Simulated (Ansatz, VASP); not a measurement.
## One calculation of GaP, two programs

File POSCAR:

```
GaP
1.0
    0.0000000000      2.5067095422      2.5067095422
    2.5067095422      0.0000000000      2.5067095422
    2.5067095422      2.5067095422      0.0000000000
Ga P
1 1
Direct
    0.0000000000      0.0000000000      0.0000000000
    0.5000000000      0.5000000000      0.5000000000
```

The input INCAR.step1:

```
PREC = Accurate
ENCUT = 520
ISMEAR = -1
SIGMA = 0.05
LREAL = F
LASPH = T
NELM = 80
NBANDS = 16
GGA = PE
ALGO = Normal
EDIFF = 1E-4
LWAVE = T
LCHARG = F
```

The input INCAR.step2:

```
PREC = Accurate
ENCUT = 520
EDIFF = 1E-7
ISMEAR = -1
SIGMA = 0.05
LREAL = F
LASPH = T
NELM = 80
ALGO = Normal
ISIF = 2
LWAVE = F
LCHARG = T
METAGGA = R2SCAN
LMIXTAU = T
LELF = T
LVHAR = T
NBANDS = 16
ISTART = 1
```

KPOINTS

```
Automatic mesh
0
Gamma
  14 14 14
```

Input for Ansatz:

```yaml
crystal:
  lattice:
    - [0.0, 2.5067095422, 2.5067095422]
    - [2.5067095422, 0.0, 2.5067095422]
    - [2.5067095422, 2.5067095422, 0.0]
  atoms:
    - { symbol: Ga, position: [0.0, 0.0, 0.0] }
    - { symbol: P, position: [0.5, 0.5, 0.5] }
kpoints:
  mp_grid: { grid: [14, 14, 14] }
scf:
  occupations: { method: fermi_dirac, width: 0.05 }
hamiltonian:
  xc: r2scan
  pseudopotentials: { kind: paw }
output:
  forces: true
  stress: true
  eigenvalues: true
  populations: true
```

Change from the starting cell: volume scaled by 0.94, PAW files.

Alike in both runs: task single point; functional r2SCAN; k mesh 14 × 14 × 14; occupations fermi-dirac, width 0.05 eV; no spin polarisation.

|  | VASP | Ansatz |
| --- | --- | --- |
| version | VASP 6.6.1 | Ansatz 0.2.0 |
| potentials or method | VASP PAW PBE potentials, release 64 (Ga_d, P) | PAW with Ansatz's default frozen-core files, scalar-relativistic |
| plane-wave cutoff (eV) | 520 | 500 |
| valence electrons in the cell | 18 | 18 |

VASP gave:

```
pressure (GPa) : 6.9
```

Task: What did Ansatz give for the same quantities?

Result: Pressure (GPa): 7.1.

VASP's potentials were made for PBE, not for r2SCAN.
